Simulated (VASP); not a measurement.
Set up this calculation in VASP 6.6.1, as the native input.

```
Task                   : single point
Functional             : PBEsol
Potentials or basis    : VASP PAW PBE potentials, release 64 (Ca_sv, O)
Cutoff                 : 520 eV
k mesh                 : 10 × 10 × 10
Occupations            : gaussian, width 0.01 eV
Spin                   : no spin polarisation
Dipole correction      : no
Further INCAR settings : ALGO = Normal; EDIFF = 1e-06; NBANDS = 15
```

The structure of CaO lies in POSCAR:

```
CaO
1.0
    0.0000000000      2.3835762404      2.3954941216
    2.3835762404      0.0000000000      2.3954941216
    2.3835762404      2.3835762404      0.0000000000
Ca O
1 1
Direct
    0.0000000000      0.0000000000      0.0000000000
    0.5000000000      0.5000000000      0.5000000000
```

This cell differs from its parent crystal: z stretched by +0.5 %, x and y held.

One way to write it, as run:

INCAR

```
SYSTEM = CaO
ALGO     = Normal         ! electronic algorithm
EDIFF    = 1E-6           ! SCF threshold, eV
ENCUT    = 520            ! plane-wave cutoff, eV
GGA      = PS             ! functional
ISIF     = 2              ! what is computed and relaxed
ISMEAR   = 0              ! smearing method
LASPH    = .TRUE.         ! aspherical terms in the spheres
LCHARG   = .FALSE.        ! write CHGCAR
LREAL    = .FALSE.        ! projectors in reciprocal space
LWAVE    = .FALSE.        ! write WAVECAR
NBANDS   = 15             ! bands
NELM     = 80             ! most SCF steps
PREC     = Accurate       ! precision mode
SIGMA    = 0.01           ! smearing width, eV
```

KPOINTS

```
k-points
0
G
  10 10 10
  0 0 0
```

Potentials or basis: VASP PAW PBE potentials, release 64 (Ca_sv, O).

Launch:

```bash
$ cat potpaw_PBE.64/Ca_sv/POTCAR potpaw_PBE.64/O/POTCAR > POTCAR
$ mpirun -np 1 vasp_std > vasp.out
```

It gave:

```
Pressure               : 0.0 GPa
Band gap on the k mesh : 3.51 eV (least direct gap 3.89 eV)
```

Caveat: the cell differs from its parent crystal (z stretched by +0.5 %, x and y held); the PAW data sets were made with another functional, which shifts forces and pressure a little.

Wall time 73 s on 1 thread of Intel Xeon 8259CL, with other jobs on the host, peak memory 0.19 GiB.
